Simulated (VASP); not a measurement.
# Fe (Im-3m) in VASP: relaxation of cell and atoms with PBE

Aim: the relaxation of cell and atoms of Fe with PBE.

Program: VASP 6.6.1. These are calculated values, not measurements. Logs are shortened: lines on timing, memory, paths and dates and some standing lists are left out, and cuts for length are marked.

## (1) The cell of the first run

The structure is cubic, space group Im-3m (No. 229). The conventional cell has a = 2.833 Å, b = 2.833 Å, c = 2.833 Å, α = 90.00°, β = 90.00°, γ = 90.00°. Fe (site symmetry m-3m) has 14 Fe at 2.45 to 2.83 Å within 3.2 Å.

## (2) Relaxation of cell and atoms, PBE, collinear spin, ferromagnetic start

Contents of INCAR:

```
  ALGO = Normal
  EDIFF = 1E-7
  EDIFFG = -0.005
  ENCUT = 600
  GGA = PE
  IBRION = 2
  ISIF = 3
  ISMEAR = -1
  ISPIN = 2
  LASPH = T
  LCHARG = F
  LMAXMIX = 4
  LORBIT = 11
  LREAL = F
  LWAVE = F
  MAGMOM = 2.5
  NELM = 150
  NSW = 60
  PREC = Accurate
  SIGMA = 0.1
```

Contents of KPOINTS:

```
k-points
0
Gamma
  21 21 21
```

Contents of POSCAR:

```
Fe
1.0
   -1.4163059443      1.4163059443      1.4163059443
    1.4163059443     -1.4163059443      1.4163059443
    1.4163059443      1.4163059443     -1.4163059443
Fe
1
Direct
    0.0000000000      0.0000000000      0.0000000000
```

Potentials or basis: VASP PAW PBE potentials, release 64 (Fe).

Command:

```console
$ cat potpaw_PBE.64/Fe/POTCAR > POTCAR
$ mpirun -np 1 vasp_std > vasp.out
```

OUTCAR:

```text
EDIFF = 1E-7
   EDIFFG = -0.005
   ENCUT = 600
   GGA = PE
   IBRION = 2
   ISIF = 3
   ISMEAR = -1
   ISPIN = 2
   LASPH = T
   LORBIT = 11
   LREAL = F
   NELM = 150
   NSW = 60
   PREC = Accurate

 ion  position               nearest neighbor table
   1  0.000  0.000  0.000-

  LATTYP: Found a body centered cubic cell.
 ALAT       =     2.8326118886

  Lattice vectors:

 A1 = (  -1.4163059443,   1.4163059443,   1.4163059443)
 A2 = (   1.4163059443,  -1.4163059443,   1.4163059443)
 A3 = (   1.4163059443,   1.4163059443,  -1.4163059443)

Analysis of symmetry for initial positions (statically):
=====================================================================
 Subroutine PRICEL returns:
 Original cell was already a primitive cell.

 Routine SETGRP: Setting up the symmetry group for a
 body centered cubic supercell.

 Subroutine GETGRP returns: Found 48 space group operations
 (whereof 48 operations were pure point group operations)
 out of a pool of 48 trial point group operations.

The static configuration has the point symmetry O_h .

Analysis of symmetry for dynamics (positions and initial velocities):
=====================================================================
 Subroutine PRICEL returns:
 Original cell was already a primitive cell.

 Routine SETGRP: Setting up the symmetry group for a
 body centered cubic supercell.

 Subroutine GETGRP returns: Found 48 space group operations
 (whereof 48 operations were pure point group operations)
 out of a pool of 48 trial point group operations.

The dynamic configuration has the point symmetry O_h .

Analysis of structural, dynamic, and magnetic symmetry:
=====================================================================
 Subroutine PRICEL returns:
 Original cell was already a primitive cell.

 Routine SETGRP: Setting up the symmetry group for a
 body centered cubic supercell.

 Subroutine GETGRP returns: Found 48 space group operations
 (whereof 48 operations were pure point group operations)
 out of a pool of 48 trial point group operations.

The overall configuration has the point symmetry O_h .

 Subroutine INISYM returns: Found 48 space group operations
 (whereof 48 operations are pure point group operations),
 and found     1 'primitive' translations

----------------------------------------------------------------------------------------

                                     Primitive cell

  volume of cell :      11.3640

  direct lattice vectors                    reciprocal lattice vectors
[... 103 lines left out ...]
   IMIX   =      4    mixing-type and parameters
     AMIX     =   0.40;   BMIX     =  1.00
     AMIX_MAG =   1.60;   BMIX_MAG =  1.00
  volume/ion in A,a.u.               =      11.36        76.69
  Fermi-wavevector in a.u.,A,eV,Ry     =   1.456334  2.752073 28.856728  2.120910
  Thomas-Fermi vector in A             =   2.573265
   LORBIT       =     11    0 simple, 1 ext, 2 COOP (PROOUT), +10 PAW based schemes
   GGA     = PE    functional components
   LHFCALC =     F    Hartree Fock is set to
   AEXX    =    0.0000 exact exchange contribution
   IVDW    =     0    specifies the selected vdW correction
   LEPSILON=     F    determine dielectric tensor
   LRPA    =     F    only Hartree local field effects (RPA)
 conjugate gradient relaxation of ions
 spin polarized calculation
  energy-cutoff  :      600.00
  volume of cell :       11.36
 maximum number of plane-waves:       394
   NGX =  9   NGY =  9   NGZ =  9

--------------------------------------- Ionic step        1  -------------------------------------------

 number of electron       8.0000006 magnetization       2.1755775

 Free energy of the ion-electron system (eV)
  ---------------------------------------------------
  ext. energy  EPLUGINS =         0.00000000
  ---------------------------------------------------
  free energy    TOTEN  =        -8.25802433 eV

  energy without entropy =       -8.22627365  energy(sigma->0) =       -8.24214899

------------------------ aborting loop because EDIFF is reached ----------------------------------------

  FORCE on cell =-STRESS in cart. coord.  units (eV):
  Direction    XX          YY          ZZ          XY          YZ          ZX
  --------------------------------------------------------------------------------------
  -------------------------------------------------------------------------------------
  Total       -0.0274629     -0.0274629     -0.0274629     -0.0000000     -0.0000000      0.0000000
  in kB       -3.8719160     -3.8719160     -3.8719160     -0.0000000     -0.0000000      0.0000000
  external PRESSURE =      -3.8719160 kB  Pullay stress =       0.0000000 kB
[... 57 lines left out ...]
--------------------------------------- Ionic step        3  -------------------------------------------

 number of electron       8.0000006 magnetization       2.1715808

 Free energy of the ion-electron system (eV)
  ---------------------------------------------------
  ext. energy  EPLUGINS =         0.00000000
  ---------------------------------------------------
  free energy    TOTEN  =        -8.25805671 eV

  energy without entropy =       -8.22640199  energy(sigma->0) =       -8.24222935

 E-fermi :   5.8558     XC(G=0): -13.1283

 val. band max:        5.8529304767   @ k =  -0.4286   0.4286   0.3333
 cond. band min:       5.8607414043   @ k =  -0.2381   0.2381   0.1905
 fundamental gap:      0.0078109276
 Fermi energy:         5.8558382651

 spin component 1

 k-point     1 :       0.0000    0.0000    0.0000
  band No.  band energies     occupation
      1      -2.5994      1.00000
      2       3.5454      1.00000
      3       3.5454      1.00000
      4       3.5454      1.00000
      5       4.7560      0.99998
      6       4.7560      0.99998
      7      30.8849      0.00000
      8      30.8849      0.00000
      9      30.8849      0.00000
[... 265 lines left out ...]
 k-point    24 :       0.1905    0.0952    0.0000
  band No.  band energies     occupation
      1      -0.2704      1.00000
      2       3.0306      1.00000
      3       3.2213      1.00000
      4       4.5030      1.00000
      5       4.8706      0.99995
      6       4.9434      0.99989
      7      22.3753      0.00000
      8      25.2795      0.00000
      9      28.9996      0.00000

 [... further k-points ...]

 spin component 2

 k-point     1 :       0.0000    0.0000    0.0000
  band No.  band energies     occupation
      1      -2.4343      1.00000
      2       5.4332      0.98561
      3       5.4333      0.98559
      4       5.4333      0.98559
      5       7.4952      0.00000
      6       7.4954      0.00000
      7      30.6341      0.00000
      8      30.6341      0.00000
      9      30.6341      0.00000
[... 304 lines left out ...]
  FREE ENERGIE OF THE ION-ELECTRON SYSTEM (eV)
  ---------------------------------------------------
  free  energy   TOTEN  =        -8.2580567065 eV

  energy  without entropy=       -8.2264019938  energy(sigma->0) =       -8.24222935

 reached required accuracy - stopping structural energy minimisation

 total charge

# of ion       s       p       d       tot
------------------------------------------
    1        0.488   0.542   6.242   7.272

 magnetization (x)

# of ion       s       p       d       tot
------------------------------------------
    1       -0.013  -0.055   2.237   2.169
```

Run time: 97 s. Hardware: 1 thread of Intel Xeon Platinum 8259CL at 2.50GHz (Skylake/Cascade Lake), shared host; peak memory 0.19 GiB.

Results:

| Property | Result |
| --- | --- |
| Free energy | -8.2581 eV |
| Relaxed volume | 11.34 Å³/atom |
| Relaxed cell | a = 2.451 Å, b = 2.451 Å, c = 2.451 Å, α = 109.47°, β = 109.47°, γ = 109.47° |
| Space group after relaxing (to 0.1 Å) | Im-3m (No. 229) |
| Energy gained by relaxing | 0.0 meV/atom |
| Ionic steps | 3 |
| Pressure after relaxing | 0.0 GPa |
| Net moment | 2.17 μB per cell |
| Site moments | Fe +2.17 μB |
| Valence electrons inside the program's atomic spheres | Fe 7.27 |

Final structure:
```
Fe
1.0
    -1.41524    1.41524    1.41524
     1.41524   -1.41524    1.41524
     1.41524    1.41524   -1.41524
Fe
1
Cartesian
  0.0000 0.0000 0.0000
```
